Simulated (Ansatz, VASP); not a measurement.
# Two plane-wave programs on As

INCAR

```
ALGO = Normal
DIPOL = 0.5 0.5 0.714
EDIFF = 1E-6
ENCUT = 400
GGA = PE
GGA_COMPAT = F
IDIPOL = 3
ISIF = 2
ISMEAR = 0
IVDW = 12
LASPH = T
LCHARG = F
LDIPOL = T
LREAL = F
LWAVE = F
NBANDS = 12
NELM = 120
NELMDL = -8
PREC = Accurate
SIGMA = 0.04
```

KPOINTS

```
k-points
0
Gamma
  12 12 1
```

File POSCAR:

```
As
1.0
    3.5708955074      0.0000000000      0.0000000000
   -1.7854477537      3.0924862237      0.0000000000
    0.0000000000      0.0000000000     26.8892385693
As
2
Direct
    0.3333333333      0.6666666667      0.6881244335
    0.0000000000      0.0000000000      0.7402958292
```

Input for Ansatz:

```yaml
crystal:
  lattice:
    - [3.5708955074, 0.0, 0.0]
    - [-1.7854477537, 3.0924862237, 0.0]
    - [0.0, 0.0, 26.8892385693]
  atoms:
    - { symbol: As, position: [0.3333333333, 0.6666666667, 0.6881244335] }
    - { symbol: As, position: [0.0, 0.0, 0.7402958292] }
basis:
  ecutwfc: 420
kpoints:
  mp_grid: { grid: [12, 12, 1] }
hamiltonian:
  xc: pbe
  dispersion: d3bj
  pseudopotentials: { kind: paw, azcp: { folder: soft_1 } }
scf:
  occupations: { method: gaussian, width: 0.04 }
  n_extra_bands: 6
  max_iter: 160
output:
  forces: true
  eigenvalues: true
  write_density: true
  write_potential: true
  elf: true
  volumetric_format: npy
efield:
  axis: 3
  dipole_correction: true
```

Alike in both runs: task single point; functional PBE; dispersion D3(BJ); k mesh 12 × 12 × 1; occupations gaussian, width 0.04 eV; no spin polarisation.

|  | VASP | Ansatz |
| --- | --- | --- |
| version | VASP 6.6.1 | Ansatz 0.2.0 |
| potentials or method | VASP PAW PBE potentials, release 64 (As), cutoff 400 eV | scalar-relativistic, plane waves, PAW |
| valence electrons in the cell | 10 | 30 |

```tsv
	VASP	Ansatz	Ansatz less VASP
gap on the k mesh at the Fermi level (eV)	1.53	1.52	-0.004
least direct gap on the mesh (eV)	2.03	2.04	+0.011
rms of the force components (eV/Å)	0.017	0.033	+0.0165
```

Atom by atom the forces differ by 0.050 eV/Å (rms over components). VASP's potentials hold 10 valence electrons a cell and Ansatz's 30, so a difference there can come from the potentials and not from the codes.
